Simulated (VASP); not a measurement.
# Si: single point with PBE+D4

The system is Si.

```
Si
1.0
     0.00000    2.70931    2.70931
     2.70931    0.00000    2.70931
     2.70931    2.70931    0.00000
Si
2
Direct
  0.50000 0.50000 0.50000
  0.75000 0.75000 0.75000
```

```
Program                : VASP 6.6.1
Task                   : single point
Functional             : PBE
Dispersion             : D4
Potentials or basis    : VASP PAW PBE potentials, release 64 (Si)
Cutoff                 : 520 eV
k mesh                 : 8 × 8 × 8
Occupations            : fermi-dirac, width 0.05 eV
Spin                   : no spin polarisation
Dipole correction      : no
Further INCAR settings : ALGO = Normal; EDIFF = 1e-06; NBANDS = 11
```

The pressure is 0.0 GPa, the band gap on the k mesh is 0.60 eV, indirect (least direct gap 2.57 eV) and the dispersion energy per atom is -0.334 eV.

Levels at points of the mesh, in eV from the valence-band top:
| k point | band 1 | band 2 | band 3 | band 4 | band 5 | band 6 | band 7 | band 8 | band 9 |
| --- | --- | --- | --- | --- | --- | --- | --- | --- | --- |
| (0.00, 0.00, 0.00) | -12.00 | 0.00 | 0.00 | 0.00 | 2.57 | 2.57 | 2.57 | 3.45 | 7.72 |
| (0.50, 0.00, 0.00) | -9.66 | -7.00 | -1.20 | -1.20 | 1.56 | 3.34 | 3.34 | 7.74 | 10.57 |
| (0.50, 0.50, 0.00) | -7.83 | -7.83 | -2.87 | -2.87 | 0.70 | 0.70 | 10.17 | 10.17 | 10.99 |

It took 5.5 s on 1 thread of AMD EPYC 9R45 96-Core Processor (Zen 5), with other jobs on the host, peak memory 0.12 GiB.

A k mesh can miss the band edges.
